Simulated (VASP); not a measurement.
# Si (I4/mmm) in VASP: notebook

The runs below take Si through single point, with PBEsol.

All numbers are computed with VASP 6.6.1; they aren't measurements. Logs are shortened: lines on timing, memory, paths and dates and some standing lists are left out, and cuts for length are marked.

## Step 1: The cell of the first run

Symmetry: I4/mmm, No. 139, tetragonal system. Conventional cell: a = 6.526 Å, b = 6.526 Å, c = 4.084 Å, α = 90.00°, β = 90.00°, γ = 90.00°. Within 3.1 Å of Si (site symmetry m2m) lie 4 Si at 2.33 to 2.43 Å.

## Step 2: Single point, PBEsol (21.74 Å³/atom)

The input, INCAR:

```
SYSTEM = Si
ALGO = Normal
EDIFF = 1E-6
ENCUT = 520
GGA = PS
ISIF = 2
ISMEAR = 0
LASPH = .True.
LCHARG = .True.
LELF = .True.
LREAL = .False.
LVHAR = .True.
LWAVE = .False.
NBANDS = 16
NELM = 100
PREC = Accurate
SIGMA = 0.03
```

The input, KPOINTS:

```
k-points
0
Gamma
  12 12 12
  0 0 0
```

The input, POSCAR:

```
Si
1.0
   -3.2628080227      3.2628080227      2.0421915414
    3.2628080227     -3.2628080227      2.0421915414
    3.2628080227      3.2628080227     -2.0421915414
Si
4
Direct
    0.1787304307      0.1787304307      0.3574608614
    0.8212695693      0.8212695693      0.6425391386
    0.1787304307      0.8212695693      0.0000000000
    0.8212695693      0.1787304307      0.0000000000
```

Potentials or basis: VASP PAW PBE potentials, release 64 (Si).

Started as:

```sh
$ cat potpaw_PBE.64/Si/POTCAR > POTCAR
$ mpirun -np 1 vasp_std > vasp.out
```

OUTCAR:

```text
SYSTEM = Si
   EDIFF = 1E-6
   ENCUT = 520
   GGA = PS
   ISIF = 2
   ISMEAR = 0
   LASPH = .True.
   LREAL = .False.
   NELM = 100
   PREC = Accurate

 ion  position               nearest neighbor table
   1  0.179  0.179  0.357-   3 2.33   4 2.33   2 2.43   2 2.43
   2  0.821  0.821  0.643-   3 2.33   4 2.33   1 2.43   1 2.43
   3  0.179  0.821  0.000-   1 2.33   2 2.33   4 2.43   4 2.43
   4  0.821  0.179  0.000-   1 2.33   2 2.33   3 2.43   3 2.43

  LATTYP: Found a body centered tetragonal cell.
 ALAT       =     6.5256160454
 C/A-ratio  =     0.6259000000

  Lattice vectors:

 A1 = (  -3.2628080227,   3.2628080227,   2.0421915414)
 A2 = (   3.2628080227,  -3.2628080227,   2.0421915414)
 A3 = (   3.2628080227,   3.2628080227,  -2.0421915414)

Analysis of symmetry for initial positions (statically):
=====================================================================
 Subroutine PRICEL returns:
 Original cell was already a primitive cell.

 Routine SETGRP: Setting up the symmetry group for a
 body centered tetragonal supercell.

 Subroutine GETGRP returns: Found 16 space group operations
 (whereof 16 operations were pure point group operations)
 out of a pool of 16 trial point group operations.

The static configuration has the point symmetry D_4h.

Analysis of symmetry for dynamics (positions and initial velocities):
=====================================================================
 Subroutine PRICEL returns:
 Original cell was already a primitive cell.

 Routine SETGRP: Setting up the symmetry group for a
 body centered tetragonal supercell.

 Subroutine GETGRP returns: Found 16 space group operations
 (whereof 16 operations were pure point group operations)
 out of a pool of 16 trial point group operations.

The dynamic configuration has the point symmetry D_4h.

 Subroutine INISYM returns: Found 16 space group operations
 (whereof 16 operations are pure point group operations),
 and found     1 'primitive' translations

----------------------------------------------------------------------------------------

                                     Primitive cell

  volume of cell :      86.9640

  direct lattice vectors                    reciprocal lattice vectors
    -3.262808023  3.262808023  2.042191541     0.000000000  0.153242237  0.244835017
     3.262808023 -3.262808023  2.042191541     0.153242237  0.000000000  0.244835017
     3.262808023  3.262808023 -2.042191541     0.153242237  0.153242237  0.000000000

  length of vectors
     5.046026028  5.046026028  5.046026028     0.288837962  0.288837962  0.216717250

  position of ions in fractional coordinates (direct lattice)
     0.178730431  0.178730431  0.357460861
     0.821269569  0.821269569  0.642539139
     0.178730431  0.821269569  0.000000000
     0.821269569  0.178730431  0.000000000

  ion indices of the primitive-cell ions
   primitive index   ion index
                 1           1
                 2           2
                 3           3
                 4           4

----------------------------------------------------------------------------------------

 KPOINTS: k-points

Automatic generation of k-mesh.
 Grid dimensions read from file:
 generate k-points for:   12   12   12

 Generating k-lattice:

  Cartesian coordinates                     Fractional coordinates (reciprocal lattice)
     0.000000000  0.012770186  0.020402918     0.083333333  0.000000000  0.000000000
     0.012770186  0.000000000  0.020402918     0.000000000  0.083333333  0.000000000
     0.012770186  0.012770186  0.000000000     0.000000000  0.000000000  0.083333333

  Length of vectors
     0.024069830  0.024069830  0.018059771

  Shift w.r.t. Gamma in fractional coordinates (k-lattice)
     0.000000000  0.000000000  0.000000000

 Subroutine IBZKPT returns following result:
 ===========================================

 Found    163 irreducible k-points:

 Following reciprocal coordinates:
            Coordinates               Weight
  0.000000  0.000000  0.000000      1.000000
  0.083333  0.000000 -0.000000      8.000000
  0.166667  0.000000  0.000000      8.000000
  0.250000  0.000000 -0.000000      8.000000
  0.333333  0.000000 -0.000000      8.000000
  0.416667  0.000000 -0.000000      8.000000
[... 16 lines left out ...]
  0.500000  0.166667 -0.000000     16.000000
 -0.416667  0.166667  0.000000     16.000000
 [... further k-points ...]
   k-points           NKPTS =    163   k-points in BZ     NKDIM =    163   number of bands    NBANDS=     16
   number of dos      NEDOS =    301   number of ions     NIONS =      4
   total plane-waves  NPLWV =  64000
   dimension x,y,z NGX =    40 NGY =   40 NGZ =   40
   dimension x,y,z NGXF=    80 NGYF=   80 NGZF=   80
   ions per type =               4
   NGX,Y,Z   is equivalent  to a cutoff of  13.18, 13.18, 13.18 a.u.
   NGXF,Y,Z  is equivalent  to a cutoff of  26.36, 26.36, 26.36 a.u.
 SYSTEM =  Si
   PREC   = accura    normal or accurate (medium, high low for compatibility)
   ISTART =      0    job   : 0-new  1-cont  2-samecut
   ICHARG =      2    charge: 1-file 2-atom 10-const
   ISPIN  =      1    spin polarized calculation?
   LNONCOLLINEAR =      F non collinear calculations
   LSORBIT =      F    spin-orbit coupling
   LASPH  =      T    aspherical Exc in radial PAW
   ENCUT  =  520.0 eV  38.22 Ry    6.18 a.u.   9.38  9.38  9.38*2*pi/ulx,y,z
   NELM   =    100;   NELMIN=  2; NELMDL= -5     # of ELM steps
   EDIFF  = 0.1E-05   stopping-criterion for ELM
   LREAL  =      F    real-space projection
   EDIFFG = 0.1E-04   stopping-criterion for IOM
   NSW    =      0    number of steps for IOM
   IBRION =     -1    ionic relax: 0-MD 1-quasi-New 2-CG
   NFREE  =      0    steps in history (QN), initial steepest desc. (CG)
   ISIF   =      2    stress and relaxation
   ISYM   =      2    0-nonsym 1-usesym 2-fastsym
   POTIM  = 0.5000    time-step for ionic-motion
   TEBEG  =    0.0;   TEEND  =   0.0 temperature during run
   PSTRESS=    0.0 pullay stress
   NELECT =      16.0000    total number of electrons
   NUPDOWN=      -1.0000    fix difference up-down
   EMIN   =  10.00;   EMAX   =-10.00  energy-range for DOS
   EFERMI =   0.00;   METHOD = LEGACY
   ISMEAR =     0;   SIGMA  =   0.03  broadening in eV -4-tet -1-fermi 0-gaus
   EFERMI_NEDOS =   21; number of points for ismear=-14 and -15
   IALGO  =     38    algorithm
   IMIX   =      4    mixing-type and parameters
     AMIX     =   0.40;   BMIX     =  1.00
     AMIX_MAG =   1.60;   BMIX_MAG =  1.00
  volume/ion in A,a.u.               =      21.74       146.72
  Fermi-wavevector in a.u.,A,eV,Ry     =   0.931111  1.759545 11.795822  0.866968
  Thomas-Fermi vector in A             =   2.057570
   LORBIT       =      0    0 simple, 1 ext, 2 COOP (PROOUT), +10 PAW based schemes
   GGA     = PS    functional components
   LHFCALC =     F    Hartree Fock is set to
   AEXX    =    0.0000 exact exchange contribution
   IVDW    =     0    specifies the selected vdW correction
   LEPSILON=     F    determine dielectric tensor
   LRPA    =     F    only Hartree local field effects (RPA)
 non-spin polarized calculation
 Gauss-broadening in eV      SIGMA  =   0.03
  energy-cutoff  :      520.00
  volume of cell :       86.96
 maximum number of plane-waves:      2365
 NGX is ok and might be reduce to    40
   NGX = 19   NGY = 19   NGZ = 19

 number of electron      16.0000000 magnetization

 Free energy of the ion-electron system (eV)
  ---------------------------------------------------
  ext. energy  EPLUGINS =         0.00000000
  ---------------------------------------------------
  free energy    TOTEN  =       -22.33935834 eV

  energy without entropy =      -22.33913470  energy(sigma->0) =      -22.33924652

 E-fermi :   5.1104     XC(G=0):  -9.1609

 val. band max:        5.0675481131   @ k =  -0.4167   0.5000   0.4167
 cond. band min:       5.1128308788   @ k =  -0.4167   0.4167   0.3333
 fundamental gap:      0.0452827657
 Fermi energy:         5.1104479910

 k-point     1 :       0.0000    0.0000    0.0000
  band No.  band energies     occupation
      1      -6.7656      2.00000
      2      -1.9883      2.00000
      3      -0.3540      2.00000
      4      -0.3540      2.00000
      5       1.4158      2.00000
      6       3.4394      2.00000
[... 8 lines left out ...]
     15       9.9592      0.00000
     16      11.8438      0.00000

 k-point     2 :       0.0833    0.0000   -0.0000
  band No.  band energies     occupation
      1      -6.6972      2.00000
      2      -2.0508      2.00000
      3      -0.4863      2.00000
      4      -0.2304      2.00000
      5       1.4796      2.00000
      6       3.0619      2.00000
[... 8 lines left out ...]
     15       9.7939      0.00000
     16      12.1467      0.00000

 k-point     3 :       0.1667    0.0000    0.0000
  band No.  band energies     occupation
      1      -6.4952      2.00000
      2      -2.1699      2.00000
      3      -0.8494      2.00000
      4      -0.0033      2.00000
      5       1.5904      2.00000
      6       2.3328      2.00000
[... 8 lines left out ...]
     15      10.1125      0.00000
     16      12.8110      0.00000

 k-point     4 :       0.2500    0.0000   -0.0000
  band No.  band energies     occupation
      1      -6.1707      2.00000
      2      -2.2560      2.00000
      3      -1.4007      2.00000
      4       0.0243      2.00000
      5       1.5295      2.00000
      6       1.8185      2.00000
[... 8 lines left out ...]
     15      11.1385      0.00000
     16      11.2532      0.00000
[... 324 lines left out ...]
 k-point    22 :       0.4167    0.1667    0.0000
  band No.  band energies     occupation
      1      -5.0712      2.00000
      2      -3.0566      2.00000
      3      -2.5391      2.00000
      4      -0.4240      2.00000
      5       0.8707      2.00000
      6       2.5054      2.00000
[... 8 lines left out ...]
     15      11.9256      0.00000
     16      12.3238      0.00000

 k-point    23 :       0.5000    0.1667   -0.0000
  band No.  band energies     occupation
      1      -5.3944      2.00000
      2      -3.1714      2.00000
      3      -2.1887      2.00000
      4      -0.0410      2.00000
      5       1.0062      2.00000
      6       2.4680      2.00000
[... 8 lines left out ...]
     15      11.4162      0.00000
     16      11.6419      0.00000

 k-point    24 :      -0.4167    0.1667    0.0000
  band No.  band energies     occupation
      1      -5.8201      2.00000
      2      -3.2203      2.00000
      3      -1.6083      2.00000
      4       0.3313      2.00000
      5       1.3568      2.00000
      6       2.4858      2.00000
[... 8 lines left out ...]
     15      11.0240      0.00000
     16      11.1595      0.00000

 [... further k-points ...]

------------------------ aborting loop because EDIFF is reached ----------------------------------------

  FORCE on cell =-STRESS in cart. coord.  units (eV):
  Direction    XX          YY          ZZ          XY          YZ          ZX
  --------------------------------------------------------------------------------------
  -------------------------------------------------------------------------------------
  Total        1.3776630      1.3776630     -5.5865827      0.0000000     -0.0000000     -0.0000000
  in kB       25.3813114     25.3813114   -102.9241551      0.0000000     -0.0000000     -0.0000000
  external PRESSURE =     -17.3871774 kB  Pullay stress =       0.0000000 kB

 VOLUME and BASIS-vectors are now :
 -----------------------------------------------------------------------------
  energy-cutoff  :      520.00
  volume of cell :       86.96
      direct lattice vectors                 reciprocal lattice vectors
    -3.262808023  3.262808023  2.042191541     0.000000000  0.153242237  0.244835017
     3.262808023 -3.262808023  2.042191541     0.153242237  0.000000000  0.244835017
     3.262808023  3.262808023 -2.042191541     0.153242237  0.153242237  0.000000000

 POSITION                                       TOTAL-FORCE (eV/Angst)
 -----------------------------------------------------------------------------------
      1.16633      1.16633      0.00000         0.607957      0.607957      0.000000
      2.09648      2.09648      2.04219        -0.607957     -0.607957     -0.000000
      2.09648     -2.09648      2.04219        -0.607957      0.607957     -0.000000
     -2.09648      2.09648      2.04219         0.607957     -0.607957     -0.000000
 -----------------------------------------------------------------------------------
    total drift:                               -0.000000     -0.000000      0.000000

  FREE ENERGIE OF THE ION-ELECTRON SYSTEM (eV)
  ---------------------------------------------------
  free  energy   TOTEN  =       -22.3393583354 eV

  energy  without entropy=      -22.3391347028  energy(sigma->0) =      -22.33924652
```

Run time: 2.7 min. Hardware: 1 thread of Intel Xeon Platinum 8488C (Sapphire Rapids), shared host; peak memory 0.33 GiB.

What came out:

| Quantity | Value |
| --- | --- |
| Free energy | -22.3394 eV |
| Pressure | -1.7 GPa |
| Largest force | 0.860 eV/Å |
| Band gap on the k mesh | zero (bands 8 and 9 overlap by 0.17 eV) |

Forces in eV/Å, atoms in the order of the input:
```
Si   0.608  0.608  0.000
Si  -0.608 -0.608  0.000
Si  -0.608  0.608  0.000
Si   0.608 -0.608  0.000
```

Caveat: semilocal functionals underestimate gaps, so a narrow gap can read as zero; the PAW data sets were made with another functional, which shifts forces and pressure a little.

(Continued in part 2 of 2.)
